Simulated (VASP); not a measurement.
# H2C9: single point with LDA

The system is H2C9, a slab with vacuum.

```xyz
22
Lattice="2.4973 0.0000 0.0000 0.0000 4.9946 0.0000 0.0000 0.0000 20.5659" Properties=species:S:1:pos:R:3 pbc="T T T"
C     0.0000    1.2487    4.6524
C     0.0000    3.7460    4.6524
C     0.0000    2.4973    5.5353
C     0.0000    0.0000    5.5353
C     1.2487    2.4973    6.4183
C     1.2487    0.0000    6.4183
C     1.2487    3.7460    7.3012
C     1.2487    1.2487    7.3012
C     0.0000    3.7589    8.1960
C     0.0000    1.2349    8.2172
C     0.0000   -0.0354    9.1831
C     0.0000    2.5197    9.0420
C     1.2487   -0.0450   10.1386
C     1.2487    2.5470    9.8975
C     1.2487    1.2915   10.8559
C     1.2487    3.6108   11.0906
C     0.0000    1.8062   11.4065
C     0.0000    3.1246   11.9695
H    -0.7102    1.2508    3.8884
H     0.7102    1.2508    3.8884
H     0.7102    3.7438    3.8884
H    -0.7102    3.7438    3.8884
```

```json
{"Program": "VASP 6.6.1", "Task": "single point", "Functional": "LDA", "Potentials or basis": "VASP PAW LDA potentials, release 64 (C, H)", "Cutoff": "520 eV", "k mesh": "10 × 5 × 1", "Occupations": "gaussian, width 0.05 eV", "Spin": "no spin polarisation"}
```

```json
{
  "Largest force": "6.098 eV/Å",
  "Band gap on the k mesh": "1.11 eV"
}
```

Forces on the atoms (eV/Å):
```
C    0.000  0.001  1.903
C    0.000 -0.002  1.916
C    0.000 -0.020 -1.783
C    0.000  0.020 -1.820
C    0.000  0.010  0.228
C    0.000 -0.004 -0.068
C    0.000  0.775  0.365
C    0.000 -0.779  0.995
C    0.000  0.013 -0.002
C    0.000 -0.010  0.015
C    0.000  0.005  0.010
C    0.000 -0.003 -0.003
C    0.000 -0.021  0.020
C    0.000  0.014  0.001
C    0.000 -0.039  0.010
C    0.000  0.050 -0.007
C    0.000 -0.047  4.461
C    0.000  0.039 -6.098
H   -0.035 -0.001 -0.036
H    0.035 -0.001 -0.036
H    0.035  0.000 -0.035
H   -0.035  0.000 -0.035
```

Levels at points of the mesh, in eV from the valence-band top:
| k point | band 34 | band 35 | band 36 | band 37 | band 38 | band 39 | band 40 | band 41 | band 42 | band 43 |
| --- | --- | --- | --- | --- | --- | --- | --- | --- | --- | --- |
| (0.00, 0.00, 0.00) | -1.32 | -1.03 | -0.55 | -0.53 | 0.00 | 1.11 | 2.24 | 3.00 | 3.90 | 4.09 |
| (0.50, 0.00, 0.00) | -3.47 | -3.19 | -3.06 | -2.46 | -1.64 | 1.15 | 3.78 | 3.94 | 4.48 | 5.27 |

Run time: 6 min on 1 thread of Intel(R) Xeon(R) 6975P-C (Granite Rapids) (shared host), peak memory 0.37 GiB.
